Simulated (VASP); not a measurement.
Write the native input for VASP 6.6.1 that does the following.

```yaml
Task: single point
Functional: LDA
Potentials_or_basis: VASP PAW LDA potentials, release 64 (Te)
Cutoff: 520 eV
k_mesh: 8 × 8 × 5
Occupations: fermi-dirac, width 0.05 eV
Spin: no spin polarisation
Dipole_correction: no
Further_INCAR_settings: ALGO = Normal; EDIFF = 1e-06; NBANDS = 16
```

The structure of Te lies in POSCAR:

```
Te
1.0
    4.3531744164      0.0000000000      0.0000000000
   -2.1765872082      3.7699596317      0.0000000000
    0.0000000000      0.0000000000      5.9818005758
Te
3
Direct
    0.2855404174      1.0000000000      0.3333333333
    1.0000000000      0.2855404174      0.6666666667
    0.7144595826      0.7144595826      1.0000000000
```

These files were run (other wordings do the same):

INCAR

```
PREC     = Accurate       # precision mode
ENCUT    = 520            # plane-wave cutoff, eV
EDIFF    = 1E-6           # SCF threshold, eV
ISMEAR   = -1             # smearing method
SIGMA    = 0.05           # smearing width, eV
LREAL    = F              # projectors in reciprocal space
LASPH    = T              # aspherical terms in the spheres
NELM     = 80             # most SCF steps
ALGO     = Normal         # electronic algorithm
ISIF     = 2              # what is computed and relaxed
LWAVE    = F              # write WAVECAR
LCHARG   = T              # write CHGCAR
GGA      = CA             # functional
LELF     = T              # ELF
LVHAR    = T            
NBANDS   = 16             # bands
```

KPOINTS

```
regular mesh
0
Gamma
  8 8 5
```

Potentials or basis: VASP PAW LDA potentials, release 64 (Te).

Launch:

```bash
$ cat potpaw_LDA.64/Te/POTCAR > POTCAR
$ mpirun -np 1 vasp_std > vasp.out
```

It gave:

```
Pressure               : -2.1 GPa
Largest force          : 0.114 eV/Å
Band gap on the k mesh : 0.44 eV (least direct gap 0.57 eV)
```

Caveat: spin-orbit coupling is left out, which moves the levels of the heavy elements; an odd mesh through Γ misses points on the zone boundary, where band edges can lie.

It took 66 s on 1 thread of Intel Xeon 8259CL, with other jobs on the host, peak memory 0.2 GiB.
